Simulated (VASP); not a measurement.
# CdI2 (P-3m1) in VASP: notebook

The runs below take CdI2 through single point, with PBE+D3(BJ).

Program: VASP 6.6.1. These are calculated values, not measurements. Logs are shortened: lines on timing, memory, paths and dates and some standing lists are left out, and cuts for length are marked.

## 1. The cell of the first run

The structure is trigonal, space group P-3m1 (No. 164). Conventional cell: a = 4.104 Å, b = 4.104 Å, c = 6.420 Å, α = 90.00°, β = 90.00°, γ = 120.00°. Within 3.9 Å of Cd (site symmetry -3m) lie 6 I at 2.94 Å. Within 3.9 Å of I (site symmetry 3m) lie 3 Cd at 2.94 Å and 3 I at 3.78 Å.

## 2. Single point, PBE+D3(BJ) (31.22 Å³/atom)

Input file INCAR:

```
PREC = Accurate
ENCUT = 500
EDIFF = 1E-6
ISMEAR = 0
SIGMA = 0.02
LREAL = False
LASPH = True
NELM = 120
ALGO = Normal
ISIF = 2
LWAVE = False
LCHARG = False
GGA = PE
IVDW = 12
NBANDS = 20
GGA_COMPAT = False
```

Input file KPOINTS:

```
regular mesh
0
Gamma
  6 6 4
```

Input file POSCAR:

```
CdI2
1.0
    4.1043085815      0.0000000000      0.0000000000
   -2.0521542908      3.5544354966      0.0000000000
    0.0000000000      0.0000000000      6.4198556524
Cd I
1 2
Direct
    0.0000000000      0.0000000000      0.0000000000
    0.3333333333      0.6666666667      0.2703840149
    0.6666666667      0.3333333333      0.7296159851
```

Potentials or basis: VASP PAW PBE potentials, release 64 (Cd, I).

Run with:

```
$ cat potpaw_PBE.64/Cd/POTCAR potpaw_PBE.64/I/POTCAR > POTCAR
$ mpirun -np 1 vasp_std > vasp.out
```

OUTCAR:

```text
PREC = Accurate
   ENCUT = 500
   EDIFF = 1E-6
   ISMEAR = 0
   LREAL = False
   LASPH = True
   NELM = 120
   ISIF = 2
   GGA = PE
   IVDW = 12
 IVDW          = 12

 ion  position               nearest neighbor table
   1  0.000  0.000  0.000-   2 2.94   3 2.94   3 2.94   2 2.94   3 2.94   2 2.94
   2  0.333  0.667  0.270-   1 2.94   1 2.94   1 2.94
   3  0.667  0.333  0.730-   1 2.94   1 2.94   1 2.94

  LATTYP: Found a hexagonal cell.
 ALAT       =     4.1043085815
 C/A-ratio  =     1.5641747020

  Lattice vectors:

 A1 = (   4.1043085815,   0.0000000000,   0.0000000000)
 A2 = (  -2.0521542908,   3.5544354966,   0.0000000000)
 A3 = (   0.0000000000,   0.0000000000,   6.4198556524)

Analysis of symmetry for initial positions (statically):
=====================================================================
 Subroutine PRICEL returns:
 Original cell was already a primitive cell.

 Routine SETGRP: Setting up the symmetry group for a
 hexagonal supercell.

 Subroutine GETGRP returns: Found 12 space group operations
 (whereof 12 operations were pure point group operations)
 out of a pool of 24 trial point group operations.

The static configuration has the point symmetry D_3d.

Analysis of symmetry for dynamics (positions and initial velocities):
=====================================================================
 Subroutine PRICEL returns:
 Original cell was already a primitive cell.

 Routine SETGRP: Setting up the symmetry group for a
 hexagonal supercell.

 Subroutine GETGRP returns: Found 12 space group operations
 (whereof 12 operations were pure point group operations)
 out of a pool of 24 trial point group operations.

The dynamic configuration has the point symmetry D_3d.

 Subroutine INISYM returns: Found 12 space group operations
 (whereof 12 operations are pure point group operations),
 and found     1 'primitive' translations

----------------------------------------------------------------------------------------

                                     Primitive cell

  volume of cell :      93.6561

  direct lattice vectors                    reciprocal lattice vectors
     4.104308581  0.000000000  0.000000000     0.243646397  0.140669313  0.000000000
    -2.052154291  3.554435497  0.000000000     0.000000000  0.281338626  0.000000000
     0.000000000  0.000000000  6.419855652     0.000000000  0.000000000  0.155766742

  length of vectors
     4.104308581  4.104308582  6.419855652     0.281338626  0.281338626  0.155766742

  position of ions in fractional coordinates (direct lattice)
     0.000000000  0.000000000  0.000000000
     0.333333333  0.666666667  0.270384015
     0.666666667  0.333333333  0.729615985

  ion indices of the primitive-cell ions
   primitive index   ion index
                 1           1
                 2           2
                 3           3

----------------------------------------------------------------------------------------

 KPOINTS: regular mesh

Automatic generation of k-mesh.
 Grid dimensions read from file:
 generate k-points for:    6    6    4

 Generating k-lattice:

  Cartesian coordinates                     Fractional coordinates (reciprocal lattice)
     0.040607733  0.023444886  0.000000000     0.166666667  0.000000000  0.000000000
     0.000000000  0.046889771  0.000000000     0.000000000  0.166666667  0.000000000
     0.000000000  0.000000000  0.038941686     0.000000000  0.000000000  0.250000000

  Length of vectors
     0.046889771  0.046889771  0.038941686

  Shift w.r.t. Gamma in fractional coordinates (k-lattice)
     0.000000000  0.000000000  0.000000000

 Subroutine IBZKPT returns following result:
 ===========================================

 Found     24 irreducible k-points:

 Following reciprocal coordinates:
            Coordinates               Weight
  0.000000  0.000000  0.000000      1.000000
  0.166667  0.000000  0.000000      6.000000
  0.333333  0.000000  0.000000      6.000000
  0.500000  0.000000  0.000000      3.000000
  0.166667  0.166667  0.000000      6.000000
  0.333333  0.166667  0.000000     12.000000
[... 16 lines left out ...]
  0.333333  0.166667  0.500000     12.000000
  0.333333  0.333333  0.500000      2.000000
   k-points           NKPTS =     24   k-points in BZ     NKDIM =     24   number of bands    NBANDS=     20
   number of dos      NEDOS =    301   number of ions     NIONS =      3
   total plane-waves  NPLWV =  43200
   dimension x,y,z NGX =    30 NGY =   30 NGZ =   48
   dimension x,y,z NGXF=    60 NGYF=   60 NGZF=   96
   ions per type =               1   2
   NGX,Y,Z   is equivalent  to a cutoff of  12.15, 12.15, 12.43 a.u.
   NGXF,Y,Z  is equivalent  to a cutoff of  24.30, 24.30, 24.86 a.u.
 SYSTEM =  unknown system
   PREC   = accura    normal or accurate (medium, high low for compatibility)
   ISTART =      0    job   : 0-new  1-cont  2-samecut
   ICHARG =      2    charge: 1-file 2-atom 10-const
   ISPIN  =      1    spin polarized calculation?
   LNONCOLLINEAR =      F non collinear calculations
   LSORBIT =      F    spin-orbit coupling
   LASPH  =      T    aspherical Exc in radial PAW
   ENCUT  =  500.0 eV  36.75 Ry    6.06 a.u.   7.48  7.48 11.70*2*pi/ulx,y,z
   NELM   =    120;   NELMIN=  2; NELMDL= -5     # of ELM steps
   EDIFF  = 0.1E-05   stopping-criterion for ELM
   LREAL  =      F    real-space projection
   EDIFFG = 0.1E-04   stopping-criterion for IOM
   NSW    =      0    number of steps for IOM
   IBRION =     -1    ionic relax: 0-MD 1-quasi-New 2-CG
   NFREE  =      0    steps in history (QN), initial steepest desc. (CG)
   ISIF   =      2    stress and relaxation
   ISYM   =      2    0-nonsym 1-usesym 2-fastsym
   POTIM  = 0.5000    time-step for ionic-motion
   TEBEG  =    0.0;   TEEND  =   0.0 temperature during run
   PSTRESS=    0.0 pullay stress
   NELECT =      26.0000    total number of electrons
   NUPDOWN=      -1.0000    fix difference up-down
   EMIN   =  10.00;   EMAX   =-10.00  energy-range for DOS
   EFERMI =   0.00;   METHOD = LEGACY
   ISMEAR =     0;   SIGMA  =   0.02  broadening in eV -4-tet -1-fermi 0-gaus
   EFERMI_NEDOS =   21; number of points for ismear=-14 and -15
   IALGO  =     38    algorithm
   IMIX   =      4    mixing-type and parameters
     AMIX     =   0.40;   BMIX     =  1.00
     AMIX_MAG =   1.60;   BMIX_MAG =  1.00
  volume/ion in A,a.u.               =      31.22       210.67
  Fermi-wavevector in a.u.,A,eV,Ry     =   1.067958  2.018147 15.517897  1.140533
  Thomas-Fermi vector in A             =   2.203590
   LORBIT       =      0    0 simple, 1 ext, 2 COOP (PROOUT), +10 PAW based schemes
   GGA     = PE    functional components
   LHFCALC =     F    Hartree Fock is set to
   AEXX    =    0.0000 exact exchange contribution
   IVDW    =    12    specifies the selected vdW correction
   LEPSILON=     F    determine dielectric tensor
   LRPA    =     F    only Hartree local field effects (RPA)
 non-spin polarized calculation
 Gauss-broadening in eV      SIGMA  =   0.02
  energy-cutoff  :      500.00
  volume of cell :       93.66
 maximum number of plane-waves:      2398
 NGX is ok and might be reduce to    30
   NGX = 15   NGY = 15   NGZ = 23

 number of electron      26.0000008 magnetization

 Free energy of the ion-electron system (eV)
  ---------------------------------------------------
  ext. energy  EPLUGINS =         0.00000000
  ---------------------------------------------------
  free energy    TOTEN  =        -5.21673203 eV

  energy without entropy =       -5.21673203  energy(sigma->0) =       -5.21673203

 E-fermi :   3.5813     XC(G=0):  -9.2556

 val. band max:        3.4814493792   @ k =   0.1667   0.0000   0.0000
 cond. band min:       5.6544774633   @ k =   0.3333   0.3333   0.0000
 fundamental gap:      2.1730280841
 Fermi energy:         3.5813320049

 k-point     1 :       0.0000    0.0000    0.0000
  band No.  band energies     occupation
      1      -9.2931      2.00000
      2      -8.2472      2.00000
      3      -4.4089      2.00000
      4      -4.4089      2.00000
      5      -4.3030      2.00000
      6      -4.1810      2.00000
[... 12 lines left out ...]
     19      12.7459      0.00000
     20      12.7459      0.00000

 k-point     2 :       0.1667    0.0000    0.0000
  band No.  band energies     occupation
      1      -9.1238      2.00000
      2      -8.2292      2.00000
      3      -4.3854      2.00000
      4      -4.3406      2.00000
      5      -4.2596      2.00000
      6      -4.1868      2.00000
[... 12 lines left out ...]
     19      11.3208      0.00000
     20      12.4867      0.00000

 k-point     3 :       0.3333    0.0000    0.0000
  band No.  band energies     occupation
      1      -8.7169      2.00000
      2      -8.2190      2.00000
      3      -4.3641      2.00000
      4      -4.2923      2.00000
      5      -4.2020      2.00000
      6      -4.1325      2.00000
[... 12 lines left out ...]
     19      12.2027      0.00000
     20      13.2327      0.00000

 k-point     4 :       0.5000    0.0000    0.0000
  band No.  band energies     occupation
      1      -8.3926      2.00000
      2      -8.3054      2.00000
      3      -4.3652      2.00000
      4      -4.3057      2.00000
      5      -4.2014      2.00000
      6      -4.0970      2.00000
[... 12 lines left out ...]
     19      13.2612      0.00000
     20      13.8589      0.00000

 k-point     5 :       0.1667    0.1667    0.0000
  band No.  band energies     occupation
      1      -8.8347      2.00000
      2      -8.2116      2.00000
      3      -4.3696      2.00000
      4      -4.2626      2.00000
      5      -4.2164      2.00000
      6      -4.1490      2.00000
[... 12 lines left out ...]
     19      10.4751      0.00000
     20      13.3950      0.00000

 k-point     6 :       0.3333    0.1667    0.0000
  band No.  band energies     occupation
      1      -8.4585      2.00000
      2      -8.2381      2.00000
      3      -4.3398      2.00000
      4      -4.2658      2.00000
      5      -4.1869      2.00000
      6      -4.1236      2.00000
[... 12 lines left out ...]
     19      12.0519      0.00000
     20      13.5460      0.00000

 k-point     7 :       0.3333    0.3333    0.0000
  band No.  band energies     occupation
      1      -8.2829      2.00000
      2      -8.2829      2.00000
      3      -4.2452      2.00000
      4      -4.2452      2.00000
      5      -4.1585      2.00000
      6      -4.1403      2.00000
[... 12 lines left out ...]
     19      12.1687      0.00000
     20      12.1687      0.00000
[... 277 lines left out ...]
 k-point    20 :       0.3333    0.0000    0.5000
  band No.  band energies     occupation
      1      -8.5522      2.00000
      2      -8.3924      2.00000
      3      -4.3676      2.00000
      4      -4.3112      2.00000
      5      -4.1906      2.00000
      6      -4.1383      2.00000
[... 12 lines left out ...]
     19      13.0534      0.00000
     20      13.1473      0.00000

 k-point    21 :       0.5000    0.0000    0.5000
  band No.  band energies     occupation
      1      -8.4610      2.00000
      2      -8.2129      2.00000
      3      -4.3704      2.00000
      4      -4.3200      2.00000
      5      -4.1767      2.00000
      6      -4.0970      2.00000
[... 12 lines left out ...]
     19      12.6647      0.00000
     20      13.7750      0.00000

 k-point    22 :       0.1667    0.1667    0.5000
  band No.  band energies     occupation
      1      -8.5823      2.00000
      2      -8.4934      2.00000
      3      -4.3572      2.00000
      4      -4.3053      2.00000
      5      -4.2106      2.00000
      6      -4.1869      2.00000
[... 12 lines left out ...]
     19      11.2714      0.00000
     20      12.5677      0.00000

 k-point    23 :       0.3333    0.1667    0.5000
  band No.  band energies     occupation
      1      -8.4232      2.00000
      2      -8.2632      2.00000
      3      -4.3178      2.00000
      4      -4.2748      2.00000
      5      -4.1745      2.00000
      6      -4.1267      2.00000
[... 12 lines left out ...]
     19      11.4770      0.00000
     20      13.0466      0.00000

 k-point    24 :       0.3333    0.3333    0.5000
  band No.  band energies     occupation
      1      -8.2808      2.00000
      2      -8.2808      2.00000
      3      -4.2252      2.00000
      4      -4.2252      2.00000
      5      -4.1520      2.00000
      6      -4.1236      2.00000
[... 12 lines left out ...]
     19      12.6293      0.00000
     20      12.6293      0.00000

------------------------ aborting loop because EDIFF is reached ----------------------------------------

 Edisp (eV)   -1.14559

 E8    (eV) :    -0.5131

  FORCE on cell =-STRESS in cart. coord.  units (eV):
  Direction    XX          YY          ZZ          XY          YZ          ZX
  --------------------------------------------------------------------------------------
  -------------------------------------------------------------------------------------
  Total       2.17741     2.17741     2.15864    -0.00000     0.00000    -0.00000
  in kB      37.24896    37.24896    36.92788    -0.00000     0.00000    -0.00000
  external pressure =       37.14 kB  Pullay stress =        0.00 kB

 VOLUME and BASIS-vectors are now :
 -----------------------------------------------------------------------------
  energy-cutoff  :      500.00
  volume of cell :       93.66
      direct lattice vectors                 reciprocal lattice vectors
     4.104308581  0.000000000  0.000000000     0.243646397  0.140669313  0.000000000
    -2.052154291  3.554435497  0.000000000     0.000000000  0.281338626  0.000000000
     0.000000000  0.000000000  6.419855652     0.000000000  0.000000000  0.155766742

 POSITION                                       TOTAL-FORCE (eV/Angst)
 -----------------------------------------------------------------------------------
      0.00000      0.00000      0.00000         0.000000      0.000000      0.000000
     -0.00000      2.36962      1.73583        -0.000000      0.000000      0.025516
      2.05215      1.18481      4.68403         0.000000     -0.000000     -0.025516
 -----------------------------------------------------------------------------------
    total drift:                                0.000000     -0.000000      0.000000

  FREE ENERGIE OF THE ION-ELECTRON SYSTEM (eV)
  ---------------------------------------------------
  free  energy   TOTEN  =        -6.3623207069 eV

  energy  without entropy=       -6.3623207069  energy(sigma->0) =       -6.36232071
```

Run time: 34 s. Hardware: 1 thread of Intel Xeon Platinum 8488C (Sapphire Rapids), shared host; peak memory 0.22 GiB.

What came out:

```yaml
Free_energy: -6.3623 eV
Pressure: 3.7 GPa
Largest_force: 0.026 eV/Å
Band_gap_on_the_k_mesh: 2.17 eV (least direct gap 2.65 eV)
Dispersion_energy_per_atom: -0.382 eV
```

Forces on the atoms (eV/Å):
```
Cd   0.000  0.000  0.000
I    0.000  0.000  0.026
I    0.000  0.000 -0.026
```

Levels at points of the mesh, in eV from the valence-band top:
```tsv
k point	band 11	band 12	band 13	band 14	band 15	band 16
(0.00, 0.00, 0.00)	-0.37	-0.37	-0.09	2.56	4.35	6.40
(0.50, 0.00, 0.00)	-1.92	-1.26	-0.16	2.79	4.81	5.30
(0.00, 0.00, 0.50)	-0.68	-0.02	-0.02	4.12	4.50	6.02
(0.50, 0.00, 0.50)	-1.38	-0.89	-0.75	2.26	4.53	5.41
```

Caveat: the cell stands under pressure; spin-orbit coupling is left out, which moves the levels of the heavy elements. A k mesh can miss the band edges.

## 3. Single point, PBE+D3(BJ) (32.28 Å³/atom)

This run uses another cell than the first one, of 32.28 Å³/atom.

Input file INCAR:

```
SYSTEM = CdI2
ALGO = Normal ; EDIFF = 1E-6
ENCUT = 500 ; GGA = PE
GGA_COMPAT = .False. ; ISIF = 2
ISMEAR = 0 ; IVDW = 12
LASPH = .True. ; LCHARG = .False.
LREAL = .False. ; LWAVE = .False.
NBANDS = 20 ; NELM = 120
PREC = Accurate ; SIGMA = 0.02
```

Input file KPOINTS:

```
k-points
0
Gamma
  6 6 4
  0 0 0
```

Input file POSCAR:

```
CdI2
1.0
    4.1443462519      0.0000000000      0.0000000000
   -2.0721731260      3.5891091362      0.0000000000
    0.0000000000      0.0000000000      6.5110634776
Cd I
1 2
Direct
    0.0000000000      0.0000000000      0.0000000000
    0.3333333333      0.6666666667      0.2665740383
    0.6666666667      0.3333333333      0.7334259617
```

Potentials or basis: VASP PAW PBE potentials, release 64 (Cd, I).

Run with:

```
$ cat potpaw_PBE.64/Cd/POTCAR potpaw_PBE.64/I/POTCAR > POTCAR
$ mpirun -np 1 vasp_std > vasp.out
```

Run time: 33 s. Hardware: 1 thread of Intel Xeon Platinum 8488C (Sapphire Rapids), shared host; peak memory 0.22 GiB.

The run converged. Its results:

- Free energy: -6.4221 eV
- Pressure: 2.5 GPa
- Largest force: 0.021 eV/Å
- Band gap on the k mesh: 2.29 eV (least direct gap 2.60 eV)
- Dispersion energy per atom: -0.369 eV

Forces on the atoms (eV/Å):
```
Cd   0.000  0.000  0.000
I    0.000  0.000  0.021
I    0.000  0.000 -0.021
```

Stress tensor (GPa, compression positive):
```
2.49 0.00 0.00
0.00 2.49 0.00
0.00 0.00 2.41
```

Levels at points of the mesh, in eV from the valence-band top:
```
           k point  band 9  band 10  band 11  band 12  band 13  band 14  band 15  band 16  band 17  band 18
(0.00, 0.00, 0.00)   -0.34    -0.34    -0.31    -0.31    -0.07     2.52     4.40     6.41     6.41     8.49
(0.50, 0.00, 0.00)   -3.00    -2.53    -1.79    -1.10    -0.14     2.76     4.87     5.47     6.22     7.68
(0.00, 0.00, 0.50)   -2.18    -0.60    -0.60     0.00     0.00     3.99     4.52     6.07     6.07     7.18
(0.50, 0.00, 0.50)   -3.75    -1.37    -1.31    -0.76    -0.67     2.29     4.65     5.53     6.56     7.38
```

Caveat: spin-orbit coupling is left out, which moves the levels of the heavy elements.

## 4. Single point, PBE+D3(BJ) (33.35 Å³/atom)

This run uses another cell than the first one, of 33.35 Å³/atom.

Input file INCAR:

```
ALGO = Normal
EDIFF = 1E-6
ENCUT = 500
GGA = PE
GGA_COMPAT = F
ISIF = 2
ISMEAR = 0
IVDW = 12
LASPH = T
LCHARG = F
LREAL = F
LWAVE = F
NBANDS = 20
NELM = 120
PREC = Accurate
SIGMA = 0.02
```

Input file KPOINTS:

```
k-points
0
Gamma
  6 6 4
```

Input file POSCAR:

```
CdI2
1.0
    4.1784078264      0.0000000000      0.0000000000
   -2.0892039132      3.6186073250      0.0000000000
    0.0000000000      0.0000000000      6.6165074141
Cd I
1 2
Direct
    0.0000000000      0.0000000000      0.0000000000
    0.3333333333      0.6666666667      0.2623132376
    0.6666666667      0.3333333333      0.7376867624
```

Run with:

```
$ cat potpaw_PBE.64/Cd/POTCAR potpaw_PBE.64/I/POTCAR > POTCAR
$ mpirun -np 1 vasp_std > vasp.out
```

It took 35 s on 1 thread of Intel Xeon Platinum 8488C (Sapphire Rapids), shared host; peak memory 0.22 GiB.

The run converged. Its results:

- Free energy: -6.4595 eV
- Pressure: 1.5 GPa
- Largest force: 0.023 eV/Å
- Band gap on the k mesh: 2.30 eV (least direct gap 2.57 eV)
- Dispersion energy per atom: -0.357 eV

Forces in eV/Å, atoms in the order of the input:
```
Cd   0.000  0.000  0.000
I    0.000  0.000  0.023
I    0.000  0.000 -0.023
```

Stress tensor (GPa, compression positive):
```
1.53 0.00 0.00
0.00 1.53 0.00
0.00 0.00 1.41
```

Levels at points of the mesh, in eV from the valence-band top:
| k point | band 10 | band 11 | band 12 | band 13 | band 14 | band 15 | band 16 | band 17 |
| --- | --- | --- | --- | --- | --- | --- | --- | --- |
| (0.00, 0.00, 0.00) | -0.32 | -0.25 | -0.25 | -0.09 | 2.48 | 4.43 | 6.39 | 6.39 |
| (0.50, 0.00, 0.00) | -2.36 | -1.68 | -0.98 | -0.13 | 2.72 | 4.91 | 5.62 | 6.30 |
| (0.00, 0.00, 0.50) | -0.53 | -0.53 | 0.00 | 0.00 | 3.85 | 4.52 | 6.09 | 6.09 |
| (0.50, 0.00, 0.50) | -1.34 | -1.27 | -0.66 | -0.62 | 2.30 | 4.74 | 5.62 | 6.58 |

Caveat: spin-orbit coupling is left out, which moves the levels of the heavy elements.

(Part 1 of 2 ends here.)
